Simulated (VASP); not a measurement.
# Si3N4: relaxation of cell and atoms with PBE

Si3N4:

```xyz
14
Lattice="-3.2441 3.2441 3.2441 3.2441 -3.2441 3.2441 3.2441 3.2441 -3.2441" Properties=species:S:1:pos:R:3 pbc="T T T"
Si    1.6221    2.4331    0.0000
Si    0.0000    1.6221    2.4331
Si    0.0000    4.8662    0.8110
Si    2.4331    0.0000    1.6221
Si    0.8110    0.0000    4.8662
Si    4.8662    0.8110    0.0000
N    -1.4185    1.8256    1.4185
N    -0.2036    0.2036    3.4477
N     3.0406    3.0406    3.0406
N     3.4477   -0.2036    0.2036
N     1.4185    1.4185    1.4185
N     1.8256    1.4185   -1.4185
N     0.2036    3.4477   -0.2036
N     1.4185   -1.4185    1.8256
```

```
Program                : VASP 6.6.1
Task                   : relaxation of cell and atoms
Functional             : PBE
Potentials or basis    : VASP PAW PBE potentials, release 64 (Si, N)
Cutoff                 : 600 eV
k mesh                 : 6 × 6 × 6
Occupations            : fermi-dirac, width 0.02 eV
Spin                   : no spin polarisation
Dipole correction      : no
Further INCAR settings : ALGO = Normal; EDIFF = 1e-07; IBRION = 2; EDIFFG = -0.005; NSW = 80; ISIF = 3
```

```
Relaxed volume                         : 9.75 Å³/atom
Relaxed cell                           : a = 5.618 Å, b = 5.618 Å, c = 5.618 Å, α = 109.47°, β = 109.47°, γ = 109.47°
Space group after relaxing (to 0.05 Å) : I-43d (No. 220)
Energy gained by relaxing              : 0.0 meV/atom
Ionic steps                            : 3
Pressure after relaxing                : 0.0 GPa
Band gap on the k mesh                 : 4.05 eV, indirect (least direct gap 4.23 eV)
```

Final structure:
```xyz
14
Lattice="-3.2436 3.2436 3.2436 3.2436 -3.2436 3.2436 3.2436 3.2436 -3.2436" Properties=species:S:1:pos:R:3 pbc="T T T"
Si    1.6218    2.4327    0.0000
Si    0.0000    1.6218    2.4327
Si    0.0000    4.8653    0.8109
Si    2.4327    0.0000    1.6218
Si    0.8109    0.0000    4.8653
Si    4.8653    0.8109    0.0000
N    -1.4182    1.8253    1.4182
N    -0.2035    0.2035    3.4471
N     3.0400    3.0400    3.0400
N     3.4471   -0.2035    0.2035
N     1.4182    1.4182    1.4182
N     1.8253    1.4182   -1.4182
N     0.2035    3.4471   -0.2035
N     1.4182   -1.4182    1.8253
```

Levels at points of the mesh, in eV from the valence-band top:
```tsv
k point	band 28	band 29	band 30	band 31	band 32	band 33	band 34	band 35	band 36	band 37
(0.00, 0.00, 0.00)	-1.92	-0.16	-0.16	-0.16	-0.06	4.62	4.62	4.62	4.63	4.63
(0.50, 0.00, 0.00)	-1.98	-1.27	-1.27	-0.02	-0.02	4.95	4.95	5.89	5.89	6.29
(0.50, 0.50, 0.50)	-1.90	-1.90	-1.90	-1.19	-1.19	5.39	5.39	5.39	5.39	5.39
```

It took 2.8 min on 1 thread of Intel(R) Xeon(R) Platinum 8488C (Sapphire Rapids), with other jobs on the host, peak memory 0.36 GiB.

A k mesh can miss the band edges.
